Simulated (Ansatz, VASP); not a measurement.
**ZnCd3O in VASP and in Ansatz**

INCAR

```
PREC     = Accurate       # precision mode
ENCUT    = 520            # plane-wave cutoff, eV
EDIFF    = 1E-7           # SCF threshold, eV
ISMEAR   = 0              # smearing method
SIGMA    = 0.1            # smearing width, eV
LREAL    = F              # projectors in reciprocal space
LASPH    = T              # aspherical terms in the spheres
NELM     = 80             # most SCF steps
ALGO     = Normal         # electronic algorithm
ISIF     = 2              # what is computed and relaxed
LWAVE    = F              # write WAVECAR
LCHARG   = F              # write CHGCAR
GGA      = PE             # functional
NBANDS   = 35             # bands
```

Contents of KPOINTS:

```
Automatic mesh
0
Gamma
  4 4 4
```

The input POSCAR:

```
ZnCd3O
1.0
    4.8182729000      0.0000000000      0.0000000000
    0.0000000000      4.8182729000      0.0000000000
    0.0000000000      0.0000000000      4.8182729000
Zn Cd O
1 3 1
Direct
    0.5000000000      0.5000000000      0.5000000000
    0.5000000000      0.0000000000      0.0000000000
    0.0000000000      0.5000000000      0.0000000000
    0.0000000000      0.0000000000      0.5000000000
    0.0000000000      0.0000000000      0.0000000000
```

Input for Ansatz:

```yaml
crystal:
  lattice:
    - [4.8182729, 0.0, 0.0]
    - [0.0, 4.8182729, 0.0]
    - [0.0, 0.0, 4.8182729]
  atoms:
    - { symbol: Zn, position: [0.5, 0.5, 0.5] }
    - { symbol: Cd, position: [0.5, 0.0, 0.0] }
    - { symbol: Cd, position: [0.0, 0.5, 0.0] }
    - { symbol: Cd, position: [0.0, 0.0, 0.5] }
    - { symbol: O, position: [0.0, 0.0, 0.0] }
basis:
  ecutwfc: 420
kpoints:
  mp_grid: { grid: [4, 4, 4] }
hamiltonian:
  xc: pbe
scf:
  occupations: { method: gaussian, width: 0.1 }
  lower_state_search: "off"
output:
  forces: true
  stress: true
  eigenvalues: true
```

Alike in both runs: task single point; functional PBE; k mesh 4 × 4 × 4; occupations gaussian, width 0.1 eV; no spin polarisation.

|  | VASP | Ansatz |
| --- | --- | --- |
| version | VASP 6.6.1 | Ansatz 0.2.0 |
| potentials or method | VASP PAW PBE potentials, release 64 (Zn, Cd, O), cutoff 520 eV | scalar-relativistic, plane waves, PAW |
| valence electrons in the cell | 54 | 78 |

|  | VASP | Ansatz | Ansatz less VASP |
| --- | --- | --- | --- |
| gap on the k mesh at the Fermi level (eV) | none | none | - |
| pressure (GPa) | -5.1 | -5.4 | -0.29 |

A gap of «none» marks a metal or a gap that the smearing closes. VASP's potentials hold 54 valence electrons a cell and Ansatz's 78, so a difference there can come from the potentials and not from the codes.
